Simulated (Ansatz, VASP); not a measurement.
# Two plane-wave programs on Ba

File INCAR:

```
AGGAC = 1.0 ; AGGAX = 1.0
ALDAC = 0.0 ; ALDAX = 1.0
ALGO = Normal ; EDIFF = 1E-7
EDIFFG = -0.01 ; ENCUT = 500
GGA = B5 ; GGA_COMPAT = F
IBRION = 2 ; ISIF = 3
ISMEAR = -1 ; LASPH = T
LCHARG = F ; LREAL = F
LWAVE = F ; NELM = 120
NELMIN = 4 ; NSW = 80
PREC = Accurate ; SIGMA = 0.1
```

Contents of KPOINTS:

```
k-points
0
Gamma
  8 8 8
```

File POSCAR:

```
Ba
1.0
    4.0716264249      0.0000000000      0.0000000000
    0.0000000000      4.0716264249      0.0000000000
    0.0000000000      0.0000000000      4.0716264249
Ba
1
Direct
    0.0000000000      0.0000000000      0.0000000000
```

Input for Ansatz:

```yaml
crystal:
  lattice:
    - [4.0716264249, 0.0, 0.0]
    - [0.0, 4.0716264249, 0.0]
    - [0.0, 0.0, 4.0716264249]
  atoms:
    - { symbol: Ba, position: [0.0, 0.0, 0.0] }
hamiltonian:
  xc: blyp
  pseudopotentials:
    kind: paw
    azcp:
      Ba: "pseudopotentials/Ba.paw.azcp"
basis:
  ecutwfc: 420
  fft_grid_basis: typed
kpoints:
  mp_grid: { grid: [8, 8, 8], shift: [0, 0, 0] }
magnetization:
  spin_polarized: false
scf:
  occupations: { method: fermi_dirac, width: 0.1 }
relax:
  max_steps: 60
  f_tol: 0.01
  cell: {}
output:
  write_density: true
  write_potential: true
  elf: true
  volumetric_format: npy
```

Alike in both runs: task relaxation of cell and atoms; functional BLYP; k mesh 8 × 8 × 8; occupations fermi-dirac, width 0.1 eV; no spin polarisation.

|  | VASP | Ansatz |
| --- | --- | --- |
| version | VASP 6.6.1 | Ansatz 0.2.0 |
| potentials or method | VASP PAW PBE potentials, release 64 (Ba_sv), cutoff 500 eV | plane waves (420 eV) with PAW, scalar-relativistic |
| valence electrons in the cell | 10 | 10 |

Ansatz gave:

| Item | Value |
| --- | --- |
| relaxed volume (Å³/atom) | 67.50 |
| relaxed cell length with the largest relative difference (Å) | 4.072 |

**Question.** Which values does VASP return?

**Answer.** Relaxed volume (Å³/atom): 68.63; relaxed cell length with the largest relative difference (Å): 4.094.

VASP's potentials were made for PBE, not for BLYP.

Neither program's run includes spin-orbit coupling.
